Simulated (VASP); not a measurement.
The system is Ga2BAs3.

```xyz
6
Lattice="4.7829 0.0000 0.0000 -2.3914 4.1421 0.0000 0.0000 0.0000 5.8920" Properties=species:S:1:pos:R:3 pbc="T T T"
Ga    0.0000    0.0000    4.9590
Ga    0.0000    0.0000    0.9330
B     0.0000    0.0000    2.9460
As    2.3914    0.0000    2.9460
As   -1.1957    2.0710    2.9460
As    1.1957    2.0710    2.9460
```

The cell was generated, and may not be a known phase.

| Property | Result |
| --- | --- |
| Program | VASP 6.6.1 |
| Task | relaxation of cell and atoms |
| Functional | PBE |
| Potentials or basis | VASP PAW PBE potentials, release 64 (Ga_d, B, As) |
| Cutoff | 600 eV |
| k mesh | 6 × 6 × 4 |
| Occupations | gaussian, width 0.1 eV |
| Spin | no spin polarisation |

At the start: pressure 30.7 GPa; volume 19.45 Å³/atom.

**Question.** Where does the relaxation end?

**Answer.** Over 9 steps the energy falls by 800.6 meV/atom and the volume is 27.36 Å³/atom (+40.6 %); space group P6/mmm (No. 191, to 0.1 Å) before and after.

The path:
```tsv
step	energy change (eV)	largest force (eV/Å)	pressure (GPa)	volume (Å³)
1	0.0000	11.5937	30.68	116.73
2	-2.1517	7.8950	3.40	191.66
3	-4.0924	3.3454	8.32	148.02
4	-4.6338	0.6392	-2.82	180.62
5	-4.7710	0.3222	-0.32	168.84
6	-4.7709	0.3655	-0.20	168.41
7	-4.7863	0.2854	-0.16	167.05
8	-4.8029	0.0663	0.21	163.48
9	-4.8034	0.0232	0.10	164.17
```

Final structure:
```yaml
crystal:
  lattice:
    - [5.39222, 0.00000, 0.00000]
    - [-2.69611, 4.66980, 0.00000]
    - [0.00000, 0.00000, 6.51970]
  atoms:
    - { symbol: Ga, position: [0.00000, 0.00000, 0.80673] }
    - { symbol: Ga, position: [0.00000, 0.00000, 0.19327] }
    - { symbol: B, position: [0.00000, 0.00000, 0.50000] }
    - { symbol: As, position: [0.50000, 0.00000, 0.50000] }
    - { symbol: As, position: [0.00000, 0.50000, 0.50000] }
    - { symbol: As, position: [0.50000, 0.50000, 0.50000] }
```

Caveat: the volume moved by over 15 % at a fixed basis, so the end points are rough.
